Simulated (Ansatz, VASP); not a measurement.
# Two plane-wave programs on BN

Contents of INCAR:

```
ALGO = Normal
EDIFF = 1E-7
ENCUT = 520
GGA = PE
ISIF = 2
ISMEAR = 0
LASPH = True
LCHARG = False
LREAL = False
LWAVE = False
NBANDS = 11
NELM = 80
PREC = Accurate
SIGMA = 0.05
```

File KPOINTS:

```
k-points
0
Gamma
  12 12 12
```

File POSCAR:

```
BN
1.0
    0.0000000000      1.6294725703      1.8173907766
    1.8173907766      0.0000000000      1.8173907766
    1.8173907766      1.6294725703      0.0000000000
B N
1 1
Direct
    0.0000000000      0.0000000000      0.0000000000
    0.7500000000      0.7500000000      0.7500000000
```

Input for Ansatz:

```yaml
crystal:
  lattice:
    - [0.0, 1.6294725703, 1.8173907766]
    - [1.8173907766, 0.0, 1.8173907766]
    - [1.8173907766, 1.6294725703, 0.0]
  atoms:
    - { symbol: B, position: [0.0, 0.0, 0.0] }
    - { symbol: "N", position: [0.75, 0.75, 0.75] }
basis:
  ecutwfc: 520.0
kpoints:
  mp_grid: { grid: [12, 12, 12] }
hamiltonian:
  xc: pbe
scf:
  occupations: { method: gaussian, width: 0.05 }
output:
  forces: true
  stress: true
  eigenvalues: true
```

Alike in both runs: task single point; functional PBE; k mesh 12 × 12 × 12; occupations gaussian, width 0.05 eV; no spin polarisation.

|  | VASP | Ansatz |
| --- | --- | --- |
| version | VASP 6.6.1 | Ansatz 0.2.0 |
| potentials or method | VASP PAW PBE potentials, release 64 (B, N), cutoff 520 eV | scalar-relativistic, plane waves, PAW |
| valence electrons in the cell | 8 | 8 |

VASP gave:

| Quantity | Value |
| --- | --- |
| gap on the k mesh at the Fermi level (eV) | 2.66 |
| least direct gap on the mesh (eV) | 8.22 |

Question: Estimate Ansatz's values.

Answer: gap on the k mesh at the Fermi level (eV): 2.68; least direct gap on the mesh (eV): 8.23.
